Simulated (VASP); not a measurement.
Wanted: the native input for a VASP 6.6.1 run.

```yaml
Task: single point
Functional: PBE
Potentials_or_basis: VASP PAW PBE potentials, release 64 (Si, Ti_sv)
Cutoff: 520 eV
k_mesh: 4 × 4 × 4, shifted
Occupations: gaussian, width 0.1 eV
Spin: no spin polarisation
Dipole_correction: no
Further_INCAR_settings: LREAL = Auto; ALGO = Normal; EDIFF = 1e-07; NBANDS = 112
```

The structure of Ti16Si (a cell with a defect) lies in POSCAR:

```
Ti16Si
1.0
    2.2897681504     -3.9659947741      5.6643452958
    2.2897681504      3.9659947741      5.6643452958
   -4.5795363009      0.0000000000      5.6643452958
Si Ti
1 16
Direct
    0.4166666890      0.4166666890      0.4166666890
    0.6663554456      0.6663554456      0.6663554455
    0.8331339435      0.8331339435      0.8331339434
    1.0001993759      0.0001993190      0.0001993803
    0.1669779325      0.1669779325      0.1669779325
    0.7519626437      0.4166666900      0.0813707335
    0.9166666788      0.5871435517      0.2461897223
    0.0813708615      0.7519625166      0.4166666890
    0.2461897107      0.9166666406      0.5871436015
    0.4166666881      0.0813707344      0.7519626446
    0.5871436893      0.2461896344      0.9166666290
    0.0813707344      0.4166666881      0.7519626446
    0.2461896344      0.5871436893      0.9166666290
    0.4166666900      0.7519626437      0.0813707335
    0.5871435517      0.9166666788      0.2461897223
    0.7519625166      0.0813708615      0.4166666890
    0.9166666406      0.2461897107      0.5871436015
```

The input as run:

INCAR

```
ALGO = Normal
EDIFF = 1E-7
ENCUT = 520
GGA = PE
ISIF = 2
ISMEAR = 0
LASPH = T
LCHARG = F
LREAL = Auto
LWAVE = F
NBANDS = 112
NELM = 80
PREC = Accurate
SIGMA = 0.1
```

KPOINTS

```
Automatic mesh
0
Gamma
  4 4 4
  0.5 0.5 0.5
```

Potentials or basis: VASP PAW PBE potentials, release 64 (Si, Ti_sv).

Run with:

```sh
$ cat potpaw_PBE.64/Si/POTCAR potpaw_PBE.64/Ti_sv/POTCAR > POTCAR
$ mpirun -np 1 vasp_std > vasp.out
```

It gave:

The pressure is -2.6 GPa and the largest force is 0.037 eV/Å. The band gap on the k mesh is zero (bands 98 and 99 overlap by 0.07 eV).

Run time: 18 min on 1 thread of Intel(R) Xeon(R) Platinum 8488C (Sapphire Rapids) (shared host), peak memory 0.5 GiB.
